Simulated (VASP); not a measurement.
Write the native input for VASP 6.6.1 that does the following.

```yaml
Task: single point
Functional: LDA
Potentials_or_basis: VASP PAW LDA potentials, release 64 (Mn_sv, O)
Cutoff: 600 eV
k_mesh: 7 × 7 × 7
Occupations: gaussian, width 0.05 eV
Spin: collinear spin, ferrimagnetic start
Starting_moments: "[4.47, -0.02] μB"
Fixed_moment: 4.5 μB
Hubbard_terms: Mn d U = 6.0 eV
Dipole_correction: no
Second_run: valence_matched
Further_INCAR_settings: ALGO = Normal; EDIFF = 1e-06; NBANDS = 22
```

The structure of MnO lies in POSCAR:

```
MnO
1.0
    0.0000000000      2.2220003300      2.2220003300
    2.2220003300      0.0000000000      2.2220003300
    2.2220003300      2.2220003300      0.0000000000
Mn O
1 1
Direct
    0.0000000000      0.0000000000      0.0000000000
    0.5000000000      0.5000000000      0.5000000000
```

One way to write it, as run:

INCAR

```
ALGO     = Normal         # electronic algorithm
EDIFF    = 1E-6           # SCF threshold, eV
ENCUT    = 600            # plane-wave cutoff, eV
GGA_COMPAT= False        
ISIF     = 2              # what is computed and relaxed
ISMEAR   = 0              # smearing method
ISPIN    = 2              # spin polarisation
LASPH    = True           # aspherical terms in the spheres
LCHARG   = False          # write CHGCAR
LDAU     = True           # DFT+U
LDAUJ    = 0 0          
LDAUL    = 2 -1           # shell
LDAUPRINT= 1            
LDAUTYPE = 2            
LDAUU    = 6 0            # U, eV
LMAXMIX  = 4              # l up to which the mixer works
LORBIT   = 11             # projections on sites
LREAL    = False          # projectors in reciprocal space
LWAVE    = False          # write WAVECAR
MAGMOM   = 4.47 -0.02     # initial moments
NBANDS   = 22             # bands
NELM     = 200            # most SCF steps
NUPDOWN  = 4.5            # fixed moment
PREC     = Accurate       # precision mode
SIGMA    = 0.05           # smearing width, eV
```

KPOINTS

```
k-points
0
Gamma
  7 7 7
```

Potentials or basis: VASP PAW LDA potentials, release 64 (Mn_sv, O).

Command:

```console
$ cat potpaw_LDA.64/Mn_sv/POTCAR potpaw_LDA.64/O/POTCAR > POTCAR
$ mpirun -np 1 vasp_std > vasp.out
```

It gave:

The pressure is -14.0 GPa. The net moment is 4.50 μB per cell, the site moments are Mn +4.31; O +0.01 μB and the valence electrons inside the program's atomic spheres are Mn 12.91; O 4.94.

Caveat: the total moment is fixed, so each spin has its own Fermi level; a cell with one magnetic atom can't hold antiferromagnetic order, which such compounds often take.

Run time: 13 s on 1 thread of Intel(R) Xeon(R) 6975P-C (Granite Rapids), with other jobs on the host, peak memory 0.15 GiB.
